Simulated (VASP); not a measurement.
# Au in VASP: further runs

The runs below take Au through electric field gradients, density of states, with PBEsol.

Everything below comes from runs of VASP 6.6.1. Logs are shortened: lines on timing, memory, paths and dates and some standing lists are left out, and cuts for length are marked.

### Step 1. The cell of the first run

The typed cell holds 2 atoms: a = 2.864 Å, b = 2.864 Å, c = 4.798 Å, α = 90.00°, β = 90.00°, γ = 120.00°.

### Step 2. Electric field gradients, PBEsol

INCAR

```
SYSTEM = Au
PREC = Accurate ; ENCUT = 520
EDIFF = 1E-8 ; ISMEAR = -1
SIGMA = 0.15 ; LREAL = .FALSE.
LASPH = .TRUE. ; NELM = 100
ALGO = Fast ; ISIF = 2
LWAVE = .FALSE. ; LCHARG = .FALSE.
GGA = PS ; LEFG = .TRUE.
NBANDS = 18
```

KPOINTS

```
Automatic mesh
0
G
  16 16 10
  0 0 0
```

POSCAR

```
Au
1.0
    1.4317814663     -2.4799683627      0.0000000000
    1.4317814663      2.4799683627      0.0000000000
    0.0000000000      0.0000000000      4.7983151564
Au
2
Direct
    0.6666493017      0.3333506983      0.2500000000
    0.3333506983      0.6666493017      0.7500000000
```

Potentials or basis: VASP PAW PBE potentials, release 64 (Au).

The run is started by

```console
> cat potpaw_PBE.64/Au/POTCAR > POTCAR
> mpirun -np 1 vasp_std > vasp.out
```

OUTCAR:

```text
SYSTEM = Au
   PREC = Accurate
   ENCUT = 520
   EDIFF = 1E-8
   ISMEAR = -1
   LREAL = .FALSE.
   LASPH = .TRUE.
   NELM = 100
   ISIF = 2
   GGA = PS

 ion  position               nearest neighbor table
   1  0.667  0.333  0.250-   2 2.91   2 2.91   2 2.91   2 2.91   2 2.91   2 2.91
   2  0.333  0.667  0.750-   1 2.91   1 2.91   1 2.91   1 2.91   1 2.91   1 2.91

  LATTYP: Found a base centered orthorhombic cell.
 ALAT       =     2.8635629326
 B/A-ratio  =     1.7320858113
 C/A-ratio  =     1.6756450860

  Lattice vectors:

 A1 = (   1.4317814663,  -2.4799683627,   0.0000000000)
 A2 = (   1.4317814663,   2.4799683627,   0.0000000000)
 A3 = (   0.0000000000,   0.0000000000,   4.7983151564)

Analysis of symmetry for initial positions (statically):
=====================================================================
 Subroutine PRICEL returns:
 Original cell was already a primitive cell.

 Routine SETGRP: Setting up the symmetry group for a
 base centered orthorhombic supercell.

 Subroutine GETGRP returns: Found  8 space group operations
 (whereof  4 operations were pure point group operations)
 out of a pool of  8 trial point group operations.

The static configuration has the point symmetry C_2h.
 The point group associated with its full space group is D_2h.

Analysis of symmetry for dynamics (positions and initial velocities):
=====================================================================
 Subroutine PRICEL returns:
 Original cell was already a primitive cell.

 Routine SETGRP: Setting up the symmetry group for a
 base centered orthorhombic supercell.

 Subroutine GETGRP returns: Found  8 space group operations
 (whereof  4 operations were pure point group operations)
 out of a pool of  8 trial point group operations.

The dynamic configuration has the point symmetry C_2h.
 The point group associated with its full space group is D_2h.

 Subroutine INISYM returns: Found  8 space group operations
 (whereof  4 operations are pure point group operations),
 and found     1 'primitive' translations

----------------------------------------------------------------------------------------

                                     Primitive cell

  volume of cell :      34.0755

  direct lattice vectors                    reciprocal lattice vectors
     1.431781466 -2.479968363  0.000000000     0.349215304 -0.201615475  0.000000000
     1.431781466  2.479968363  0.000000000     0.349215304  0.201615475  0.000000000
     0.000000000  0.000000000  4.798315156     0.000000000  0.000000000  0.208406486

  length of vectors
     2.863606336  2.863606336  4.798315156     0.403237062  0.403237062  0.208406486

  position of ions in fractional coordinates (direct lattice)
     0.666649302  0.333350698  0.250000000
     0.333350698  0.666649302  0.750000000

  ion indices of the primitive-cell ions
   primitive index   ion index
                 1           1
                 2           2

----------------------------------------------------------------------------------------

 KPOINTS: Automatic mesh

Automatic generation of k-mesh.
 Grid dimensions read from file:
 generate k-points for:   16   16   10

 Generating k-lattice:

  Cartesian coordinates                     Fractional coordinates (reciprocal lattice)
     0.021825956 -0.012600967  0.000000000     0.062500000  0.000000000  0.000000000
     0.021825956  0.012600967  0.000000000     0.000000000  0.062500000  0.000000000
     0.000000000  0.000000000  0.020840649     0.000000000  0.000000000  0.100000000

  Length of vectors
     0.025202316  0.025202316  0.020840649

  Shift w.r.t. Gamma in fractional coordinates (k-lattice)
     0.000000000  0.000000000  0.000000000

 Subroutine IBZKPT returns following result:
 ===========================================

 Found    438 irreducible k-points:

 Following reciprocal coordinates:
            Coordinates               Weight
  0.000000  0.000000  0.000000      1.000000
  0.062500 -0.000000  0.000000      4.000000
  0.125000 -0.000000  0.000000      4.000000
  0.187500  0.000000  0.000000      4.000000
  0.250000 -0.000000  0.000000      4.000000
  0.312500  0.000000  0.000000      4.000000
[... 16 lines left out ...]
 -0.125000  0.062500  0.000000      4.000000
 -0.062500  0.062500  0.000000      2.000000
 [... further k-points ...]
   k-points           NKPTS =    438   k-points in BZ     NKDIM =    438   number of bands    NBANDS=     18
   number of dos      NEDOS =    301   number of ions     NIONS =      2
   total plane-waves  NPLWV =  20736
   dimension x,y,z NGX =    24 NGY =   24 NGZ =   36
   dimension x,y,z NGXF=    48 NGYF=   48 NGZF=   72
   ions per type =               2
   NGX,Y,Z   is equivalent  to a cutoff of  13.93, 13.93, 12.47 a.u.
   NGXF,Y,Z  is equivalent  to a cutoff of  27.87, 27.87, 24.95 a.u.
 SYSTEM =  Au
   PREC   = accura    normal or accurate (medium, high low for compatibility)
   ISTART =      0    job   : 0-new  1-cont  2-samecut
   ICHARG =      2    charge: 1-file 2-atom 10-const
   ISPIN  =      1    spin polarized calculation?
   LNONCOLLINEAR =      F non collinear calculations
   LSORBIT =      F    spin-orbit coupling
   LASPH  =      T    aspherical Exc in radial PAW
   ENCUT  =  520.0 eV  38.22 Ry    6.18 a.u.   5.32  5.32  8.92*2*pi/ulx,y,z
   NELM   =    100;   NELMIN=  2; NELMDL= -5     # of ELM steps
   EDIFF  = 0.1E-07   stopping-criterion for ELM
   LREAL  =      F    real-space projection
   EDIFFG = 0.1E-06   stopping-criterion for IOM
   NSW    =      0    number of steps for IOM
   IBRION =     -1    ionic relax: 0-MD 1-quasi-New 2-CG
   NFREE  =      0    steps in history (QN), initial steepest desc. (CG)
   ISIF   =      2    stress and relaxation
   ISYM   =      2    0-nonsym 1-usesym 2-fastsym
   POTIM  = 0.5000    time-step for ionic-motion
   TEBEG  =    0.0;   TEEND  =   0.0 temperature during run
   PSTRESS=    0.0 pullay stress
   NELECT =      22.0000    total number of electrons
   NUPDOWN=      -1.0000    fix difference up-down
   EMIN   =  10.00;   EMAX   =-10.00  energy-range for DOS
   EFERMI =   0.00;   METHOD = LEGACY
   ISMEAR =    -1;   SIGMA  =   0.15  broadening in eV -4-tet -1-fermi 0-gaus
   EFERMI_NEDOS =   21; number of points for ismear=-14 and -15
   IALGO  =     68    algorithm
   IMIX   =      4    mixing-type and parameters
     AMIX     =   0.40;   BMIX     =  1.00
     AMIX_MAG =   1.60;   BMIX_MAG =  1.00
  volume/ion in A,a.u.               =      17.04       114.98
  Fermi-wavevector in a.u.,A,eV,Ry     =   1.414931  2.673831 27.239258  2.002029
  Thomas-Fermi vector in A             =   2.536422
   LORBIT       =      0    0 simple, 1 ext, 2 COOP (PROOUT), +10 PAW based schemes
   GGA     = PS    functional components
   LHFCALC =     F    Hartree Fock is set to
   AEXX    =    0.0000 exact exchange contribution
   IVDW    =     0    specifies the selected vdW correction
   LEPSILON=     F    determine dielectric tensor
   LRPA    =     F    only Hartree local field effects (RPA)
 non-spin polarized calculation
 RMM-DIIS sequential band-by-band and
  energy-cutoff  :      520.00
  volume of cell :       34.08
 maximum number of plane-waves:       937
 NGX is ok and might be reduce to    24
   NGX = 11   NGY = 11   NGZ = 17

 number of electron      22.0000004 magnetization

 Free energy of the ion-electron system (eV)
  ---------------------------------------------------
  ext. energy  EPLUGINS =         0.00000000
  ---------------------------------------------------
  free energy    TOTEN  =        -7.85388161 eV

  energy without entropy =       -7.80618797  energy(sigma->0) =       -7.83003479

 E-fermi :   9.2511     XC(G=0): -12.8862

 val. band max:        9.2442608868   @ k =   0.2500   0.2500   0.2000
 cond. band min:       9.2710046642   @ k =   0.1250  -0.0000   0.1000
 fundamental gap:      0.0267437773
 Fermi energy:         9.2511412550

 k-point     1 :       0.0000    0.0000    0.0000
  band No.  band energies     occupation
      1      -0.6430      2.00000
      2       1.8598      2.00000
      3       4.4302      2.00000
      4       4.7012      2.00000
      5       4.7015      2.00000
      6       5.0188      2.00000
[... 10 lines left out ...]
     17      27.7291      0.00000
     18      27.7308      0.00000

 k-point     2 :       0.0625   -0.0000    0.0000
  band No.  band energies     occupation
      1      -0.5187      2.00000
      2       1.9634      2.00000
      3       4.3815      2.00000
      4       4.7402      2.00000
      5       4.7847      2.00000
      6       4.9735      2.00000
[... 10 lines left out ...]
     17      27.0442      0.00000
     18      27.1682      0.00000
[... 442 lines left out ...]
 k-point    24 :      -0.0625    0.0625    0.0000
  band No.  band energies     occupation
      1      -0.5187      2.00000
      2       1.9634      2.00000
      3       4.3814      2.00000
      4       4.7400      2.00000
      5       4.7850      2.00000
      6       4.9735      2.00000
[... 10 lines left out ...]
     17      27.0451      0.00000
     18      27.1673      0.00000

 [... further k-points ...]
[... 5 lines left out ...]
  --------------------------------------------------------------------------------------
  -------------------------------------------------------------------------------------
  Total       -0.0589086     -0.0588278     -0.0644206      0.0000000     -0.0000000      0.0000000
  in kB       -2.7697966     -2.7659963     -3.0289621      0.0000000     -0.0000000      0.0000000
  external PRESSURE =      -2.8549183 kB  Pullay stress =       0.0000000 kB

 VOLUME and BASIS-vectors are now :
 -----------------------------------------------------------------------------
  energy-cutoff  :      520.00
  volume of cell :       34.08
      direct lattice vectors                 reciprocal lattice vectors
     1.431781466 -2.479968363  0.000000000     0.349215304 -0.201615475  0.000000000
     1.431781466  2.479968363  0.000000000     0.349215304  0.201615475  0.000000000
     0.000000000  0.000000000  4.798315156     0.000000000  0.000000000  0.208406486

 POSITION                                       TOTAL-FORCE (eV/Angst)
 -----------------------------------------------------------------------------------
      1.43178     -0.82657      1.19958         0.000000     -0.000085      0.000000
      1.43178      0.82657      3.59874         0.000000      0.000085     -0.000000
 -----------------------------------------------------------------------------------
    total drift:                               -0.000000     -0.000000     -0.000000

  FREE ENERGIE OF THE ION-ELECTRON SYSTEM (eV)
  ---------------------------------------------------
  free  energy   TOTEN  =        -7.8538816122 eV

  energy  without entropy=       -7.8061879733  energy(sigma->0) =       -7.83003479

 Electric field gradients (V/A^2)
---------------------------------------------------------------------
 ion       V_xx      V_yy      V_zz      V_xy      V_xz      V_yz
---------------------------------------------------------------------
   1     -11.822   -11.836    23.658    -0.000     0.000     0.000
   2     -11.822   -11.836    23.658     0.000    -0.000    -0.000
---------------------------------------------------------------------

 Electric field gradients after diagonalization (V/A^2)
 (convention: |V_zz| > |V_xx| > |V_yy|)
----------------------------------------------------------------------
 ion       V_xx      V_yy      V_zz     asymmetry (V_yy - V_xx)/ V_zz
----------------------------------------------------------------------
   1     -11.836   -11.822    23.658       0.001
   2     -11.836   -11.822    23.658       0.001
----------------------------------------------------------------------

           NMR quadrupolar parameters

 Cq : quadrupolar parameter    Cq=e*Q*V_zz/h
 eta: asymmetry parameters     (V_yy - V_xx)/ V_zz
 Q  : nuclear electric quadrupole moment in mb (millibarn)
----------------------------------------------------------------------
 ion       Cq(MHz)       eta       Q (mb)
----------------------------------------------------------------------
   1       0.057       0.001       1.000
   2       0.057       0.001       1.000
----------------------------------------------------------------------
```

Run time: 1.9 min. Hardware: 1 thread of Intel Xeon 6975P-C (Granite Rapids), shared host; peak memory 0.33 GiB.

What came out:

```yaml
Free_energy: -7.8539 eV
Pressure: -0.3 GPa
Band_gap_on_the_k_mesh: zero (band 11 reaches 13.01 eV, above the bottom of band 12 at 6.64 eV)
```

Levels at points of the mesh, in eV from the Fermi level:
```csv
k point,band 9,band 10,band 11,band 12,band 13,band 14
"(0.00, 0.00, 0.00)",-3.54,-2.15,-2.15,-1.18,2.72,14.57
"(0.50, 0.00, 0.00)",-1.84,-1.65,0.37,1.58,5.75,7.29
"(0.50, 0.50, 0.00)",-1.84,-1.65,0.37,1.58,5.75,7.29
"(0.00, 0.00, 0.50)",-2.62,-2.62,-2.62,-2.62,10.67,10.67
"(0.50, 0.00, 0.50)",-1.73,-1.73,0.43,0.43,3.98,3.98
"(0.50, 0.50, 0.50)",-1.73,-1.73,0.43,0.43,3.98,3.98
```

Electric field gradients, principal values (V/Å²):
| atom | least | middle | greatest (by size) |
| --- | --- | --- | --- |
| 1 Au | -11.822 | -11.836 | 23.658 |
| 2 Au | -11.822 | -11.836 | 23.658 |

Caveat: without QUAD_EFG the Cq values of the log hold for a quadrupole moment of 1 mb, not for the nuclei; the PAW data sets were made with another functional, which shifts forces and pressure a little; spin-orbit coupling is left out, which moves the levels of the heavy elements.

(Continued in part 2 of 2.)
